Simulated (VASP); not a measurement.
# TaN (WC type) (P-6m2) in VASP: further runs

The runs below take TaN (WC type) through single point, with PBE.

Everything below comes from runs of VASP 6.6.1. Logs are shortened: lines on timing, memory, paths and dates and some standing lists are left out, and cuts for length are marked.

### 1 The cell of the first run

Symmetry: P-6m2, No. 187, hexagonal system. Conventional cell: a = 2.592 Å, b = 2.592 Å, c = 2.608 Å, α = 90.00°, β = 90.00°, γ = 120.00°. Within 2.6 Å of Ta (site symmetry -6m2) lie 6 N at 1.98 Å and 6 Ta at 2.59 Å. N (site symmetry -6m2) has 6 Ta at 1.98 Å and 6 N at 2.59 Å within 2.6 Å.

### 2 Single point, PBE

INCAR

```
SYSTEM = TaN
  PREC = Accurate
  ENCUT = 520
  EDIFF = 1E-6
  ISMEAR = -1
  SIGMA = 0.1
  LREAL = .FALSE.
  LASPH = .TRUE.
  NELM = 100
  ALGO = Normal
  ISIF = 2
  LWAVE = .FALSE.
  LCHARG = .TRUE.
  GGA = PE
  LELF = .TRUE.
  LVHAR = .TRUE.
  NBANDS = 15
```

KPOINTS

```
regular mesh
0
G
  17 17 15
  0 0 0
```

POSCAR

```
TaN
1.0
    2.5917883314      0.0000000000      0.0000000000
   -1.2958941657      2.2445545362      0.0000000000
    0.0000000000      0.0000000000      2.6078761508
Ta N
1 1
Direct
    0.0000000000      0.0000000000      0.0000000000
    0.3333333333      0.6666666667      0.5000000000
```

Potentials or basis: VASP PAW PBE potentials, release 64 (Ta_pv, N).

Started as:

```console
> cat potpaw_PBE.64/Ta_pv/POTCAR potpaw_PBE.64/N/POTCAR > POTCAR
> mpirun -np 1 vasp_std > vasp.out
```

OUTCAR:

```text
SYSTEM = TaN
   PREC = Accurate
   ENCUT = 520
   EDIFF = 1E-6
   ISMEAR = -1
   LREAL = .FALSE.
   LASPH = .TRUE.
   NELM = 100
   ISIF = 2
   GGA = PE

 ion  position               nearest neighbor table
   1  0.000  0.000  0.000-   2 1.98   2 1.98   2 1.98   2 1.98   2 1.98   2 1.98
   2  0.333  0.667  0.500-   1 1.98   1 1.98   1 1.98   1 1.98   1 1.98   1 1.98

  LATTYP: Found a hexagonal cell.
 ALAT       =     2.5917883314
 C/A-ratio  =     1.0062072273

  Lattice vectors:

 A1 = (   2.5917883314,   0.0000000000,   0.0000000000)
 A2 = (  -1.2958941657,   2.2445545362,   0.0000000000)
 A3 = (   0.0000000000,   0.0000000000,   2.6078761508)

Analysis of symmetry for initial positions (statically):
=====================================================================
 Subroutine PRICEL returns:
 Original cell was already a primitive cell.

 Routine SETGRP: Setting up the symmetry group for a
 hexagonal supercell.

 Subroutine GETGRP returns: Found 12 space group operations
 (whereof 12 operations were pure point group operations)
 out of a pool of 24 trial point group operations.

The static configuration has the point symmetry D_3h.

Analysis of symmetry for dynamics (positions and initial velocities):
=====================================================================
 Subroutine PRICEL returns:
 Original cell was already a primitive cell.

 Routine SETGRP: Setting up the symmetry group for a
 hexagonal supercell.

 Subroutine GETGRP returns: Found 12 space group operations
 (whereof 12 operations were pure point group operations)
 out of a pool of 24 trial point group operations.

The dynamic configuration has the point symmetry D_3h.

 Subroutine INISYM returns: Found 12 space group operations
 (whereof 12 operations are pure point group operations),
 and found     1 'primitive' translations

----------------------------------------------------------------------------------------

                                     Primitive cell

  volume of cell :      15.1711

  direct lattice vectors                    reciprocal lattice vectors
     2.591788331  0.000000000  0.000000000     0.385833977  0.222761351  0.000000000
    -1.295894166  2.244554536  0.000000000     0.000000000  0.445522701  0.000000000
     0.000000000  0.000000000  2.607876151     0.000000000  0.000000000  0.383453792

  length of vectors
     2.591788331  2.591788331  2.607876151     0.445522701  0.445522701  0.383453792

  position of ions in fractional coordinates (direct lattice)
     0.000000000  0.000000000  0.000000000
     0.333333333  0.666666667  0.500000000

  ion indices of the primitive-cell ions
   primitive index   ion index
                 1           1
                 2           2

----------------------------------------------------------------------------------------

 KPOINTS: regular mesh

Automatic generation of k-mesh.
 Grid dimensions read from file:
 generate k-points for:   17   17   15

 Generating k-lattice:

  Cartesian coordinates                     Fractional coordinates (reciprocal lattice)
     0.022696116  0.013103609  0.000000000     0.058823529  0.000000000  0.000000000
     0.000000000  0.026207218  0.000000000     0.000000000  0.058823529  0.000000000
     0.000000000  0.000000000  0.025563586     0.000000000  0.000000000  0.066666667

  Length of vectors
     0.026207218  0.026207218  0.025563586

  Shift w.r.t. Gamma in fractional coordinates (k-lattice)
     0.000000000  0.000000000  0.000000000

 Subroutine IBZKPT returns following result:
 ===========================================

 Found    264 irreducible k-points:

 Following reciprocal coordinates:
            Coordinates               Weight
  0.000000  0.000000  0.000000      1.000000
  0.058824  0.000000  0.000000      6.000000
  0.117647  0.000000  0.000000      6.000000
  0.176471 -0.000000  0.000000      6.000000
  0.235294  0.000000  0.000000      6.000000
  0.294118 -0.000000  0.000000      6.000000
[... 16 lines left out ...]
  0.411765  0.117647  0.000000     12.000000
  0.176471  0.176471  0.000000      6.000000
 [... further k-points ...]
   k-points           NKPTS =    264   k-points in BZ     NKDIM =    264   number of bands    NBANDS=     15
   number of dos      NEDOS =    301   number of ions     NIONS =      2
   total plane-waves  NPLWV =   8000
   dimension x,y,z NGX =    20 NGY =   20 NGZ =   20
   dimension x,y,z NGXF=    40 NGYF=   40 NGZF=   40
   ions per type =               1   1
   NGX,Y,Z   is equivalent  to a cutoff of  12.83, 12.83, 12.75 a.u.
   NGXF,Y,Z  is equivalent  to a cutoff of  25.66, 25.66, 25.50 a.u.
 SYSTEM =  TaN
   PREC   = accura    normal or accurate (medium, high low for compatibility)
   ISTART =      0    job   : 0-new  1-cont  2-samecut
   ICHARG =      2    charge: 1-file 2-atom 10-const
   ISPIN  =      1    spin polarized calculation?
   LNONCOLLINEAR =      F non collinear calculations
   LSORBIT =      F    spin-orbit coupling
   LASPH  =      T    aspherical Exc in radial PAW
   ENCUT  =  520.0 eV  38.22 Ry    6.18 a.u.   4.82  4.82  4.85*2*pi/ulx,y,z
   NELM   =    100;   NELMIN=  2; NELMDL= -5     # of ELM steps
   EDIFF  = 0.1E-05   stopping-criterion for ELM
   LREAL  =      F    real-space projection
   EDIFFG = 0.1E-04   stopping-criterion for IOM
   NSW    =      0    number of steps for IOM
   IBRION =     -1    ionic relax: 0-MD 1-quasi-New 2-CG
   NFREE  =      0    steps in history (QN), initial steepest desc. (CG)
   ISIF   =      2    stress and relaxation
   ISYM   =      2    0-nonsym 1-usesym 2-fastsym
   POTIM  = 0.5000    time-step for ionic-motion
   TEBEG  =    0.0;   TEEND  =   0.0 temperature during run
   PSTRESS=    0.0 pullay stress
   NELECT =      16.0000    total number of electrons
   NUPDOWN=      -1.0000    fix difference up-down
   EMIN   =  10.00;   EMAX   =-10.00  energy-range for DOS
   EFERMI =   0.00;   METHOD = LEGACY
   ISMEAR =    -1;   SIGMA  =   0.10  broadening in eV -4-tet -1-fermi 0-gaus
   EFERMI_NEDOS =   21; number of points for ismear=-14 and -15
   IALGO  =     38    algorithm
   IMIX   =      4    mixing-type and parameters
     AMIX     =   0.40;   BMIX     =  1.00
     AMIX_MAG =   1.60;   BMIX_MAG =  1.00
  volume/ion in A,a.u.               =       7.59        51.19
  Fermi-wavevector in a.u.,A,eV,Ry     =   1.666387  3.149015 37.781291  2.776847
  Thomas-Fermi vector in A             =   2.752592
   LORBIT       =      0    0 simple, 1 ext, 2 COOP (PROOUT), +10 PAW based schemes
   GGA     = PE    functional components
   LHFCALC =     F    Hartree Fock is set to
   AEXX    =    0.0000 exact exchange contribution
   IVDW    =     0    specifies the selected vdW correction
   LEPSILON=     F    determine dielectric tensor
   LRPA    =     F    only Hartree local field effects (RPA)
 non-spin polarized calculation
  energy-cutoff  :      520.00
  volume of cell :       15.17
 maximum number of plane-waves:       424
 NGX is ok and might be reduce to    20
   NGX =  9   NGY =  9   NGZ =  9

 number of electron      15.9999999 magnetization

 Free energy of the ion-electron system (eV)
  ---------------------------------------------------
  ext. energy  EPLUGINS =         0.00000000
  ---------------------------------------------------
  free energy    TOTEN  =       -18.33667729 eV

  energy without entropy =      -18.33058801  energy(sigma->0) =      -18.33363265

 E-fermi :  12.7754     XC(G=0): -15.3839

 val. band max:       12.7712117672   @ k =   0.4118   0.1176   0.4667
 cond. band min:      12.7958341938   @ k =   0.1176   0.0000   0.4667
 fundamental gap:      0.0246224266
 Fermi energy:        12.7753774235

 k-point     1 :       0.0000    0.0000    0.0000
  band No.  band energies     occupation
      1     -21.7359      2.00000
      2     -20.8938      2.00000
      3     -20.8938      2.00000
      4      -8.1242      2.00000
      5       6.0860      2.00000
      6       6.2581      2.00000
      7       6.2581      2.00000
      8       9.1502      2.00000
      9      17.5331      0.00000
     10      17.6449      0.00000
     11      17.6449      0.00000
     12      18.6598      0.00000
     13      18.6598      0.00000
     14      27.0130      0.00000
     15      29.2592      0.00000

 k-point     2 :       0.0588    0.0000    0.0000
  band No.  band energies     occupation
      1     -21.7174      2.00000
      2     -21.0402      2.00000
      3     -20.9212      2.00000
      4      -7.9733      2.00000
      5       5.8677      2.00000
      6       6.3657      2.00000
      7       6.3962      2.00000
      8       8.9453      2.00000
      9      17.2326      0.00000
     10      17.6543      0.00000
     11      18.1014      0.00000
     12      18.5842      0.00000
     13      18.8143      0.00000
     14      27.0132      0.00000
     15      29.1075      0.00000

 k-point     3 :       0.1176    0.0000    0.0000
  band No.  band energies     occupation
      1     -21.6642      2.00000
      2     -21.4413      2.00000
      3     -20.9987      2.00000
      4      -7.5563      2.00000
      5       5.2576      2.00000
      6       6.6693      2.00000
      7       6.8411      2.00000
      8       8.3997      2.00000
      9      16.6111      0.00000
     10      17.7067      0.00000
     11      18.3738      0.00000
     12      19.1584      0.00000
     13      19.1854      0.00000
     14      27.0146      0.00000
     15      28.7864      0.00000

 k-point     4 :       0.1765   -0.0000    0.0000
  band No.  band energies     occupation
      1     -22.0058      2.00000
      2     -21.5825      2.00000
      3     -21.1141      2.00000
      4      -6.9586      2.00000
      5       4.4806      2.00000
      6       7.1138      2.00000
      7       7.4635      2.00000
      8       7.6618      2.00000
      9      15.8953      0.00000
     10      17.8651      0.00000
     11      18.0704      0.00000
     12      19.5742      0.00000
     13      20.5461      0.00000
     14      27.0183      0.00000
     15      28.5369      0.00000
[... 307 lines left out ...]
 k-point    22 :       0.3529    0.1176    0.0000
  band No.  band energies     occupation
      1     -23.9911      2.00000
      2     -21.9031      2.00000
      3     -21.1844      2.00000
      4      -4.2355      2.00000
      5       2.4631      2.00000
      6       5.0881      2.00000
      7       7.0992      2.00000
      8       9.2990      2.00000
      9      15.4207      0.00000
     10      16.3890      0.00000
     11      20.2527      0.00000
     12      21.4422      0.00000
     13      25.2914      0.00000
     14      27.0368      0.00000
     15      30.2124      0.00000

 k-point    23 :       0.4118    0.1176    0.0000
  band No.  band energies     occupation
      1     -24.1504      2.00000
      2     -21.9685      2.00000
      3     -21.1469      2.00000
      4      -3.9837      2.00000
      5       2.3692      2.00000
      6       4.8923      2.00000
      7       6.8289      2.00000
      8       9.3741      2.00000
      9      15.2297      0.00000
     10      17.7152      0.00000
     11      19.4475      0.00000
     12      21.4778      0.00000
     13      26.3906      0.00000
     14      27.0267      0.00000
     15      29.5210      0.00000

 k-point    24 :       0.1765    0.1765    0.0000
  band No.  band energies     occupation
      1     -23.1631      2.00000
      2     -21.6682      2.00000
      3     -21.3531      2.00000
      4      -5.3346      2.00000
      5       3.1884      2.00000
      6       6.0747      2.00000
      7       7.5691      2.00000
      8       8.8678      2.00000
      9      14.4019      0.00000
     10      16.0990      0.00000
     11      19.6919      0.00000
     12      21.4327      0.00000
     13      23.4508      0.00000
     14      27.0392      0.00000
     15      29.2320      0.00000

 [... further k-points ...]
[... 5 lines left out ...]
  --------------------------------------------------------------------------------------
  -------------------------------------------------------------------------------------
  Total       25.4410330     25.4410330     25.5598705      0.0000000     -0.0000000      0.0000000
  in kB     2686.7587298   2686.7587298   2699.3088404      0.0000000     -0.0000000      0.0000000
  external PRESSURE =    2690.9421000 kB  Pullay stress =       0.0000000 kB

 VOLUME and BASIS-vectors are now :
 -----------------------------------------------------------------------------
  energy-cutoff  :      520.00
  volume of cell :       15.17
      direct lattice vectors                 reciprocal lattice vectors
     2.591788331  0.000000000  0.000000000     0.385833977  0.222761351  0.000000000
    -1.295894166  2.244554536  0.000000000     0.000000000  0.445522701  0.000000000
     0.000000000  0.000000000  2.607876151     0.000000000  0.000000000  0.383453792

 POSITION                                       TOTAL-FORCE (eV/Angst)
 -----------------------------------------------------------------------------------
      0.00000      0.00000      0.00000         0.000000      0.000000      0.000000
     -0.00000      1.49637      1.30394        -0.000000      0.000000      0.000000
 -----------------------------------------------------------------------------------
    total drift:                                0.000000     -0.000000     -0.000000

  FREE ENERGIE OF THE ION-ELECTRON SYSTEM (eV)
  ---------------------------------------------------
  free  energy   TOTEN  =       -18.3366772865 eV

  energy  without entropy=      -18.3305880112  energy(sigma->0) =      -18.33363265
```

Run time: 55 s. Hardware: 1 thread of Intel Xeon Platinum 8488C (Sapphire Rapids), shared host; peak memory 0.18 GiB.

What came out:

- Free energy: -18.3367 eV
- Pressure: 269.1 GPa
- Band gap on the k mesh: zero (band 8 reaches 13.17 eV, above the bottom of band 9 at 12.02 eV)

Levels at points of the mesh, in eV from the Fermi level:
```csv
k point,band 5,band 6,band 7,band 8,band 9,band 10,band 11,band 12
"(0.00, 0.00, 0.00)",-6.69,-6.52,-6.52,-3.63,4.76,4.87,4.87,5.88
```

Caveat: spin-orbit coupling is left out, which moves the levels of the heavy elements.

(Part 1 of 2 ends here.)
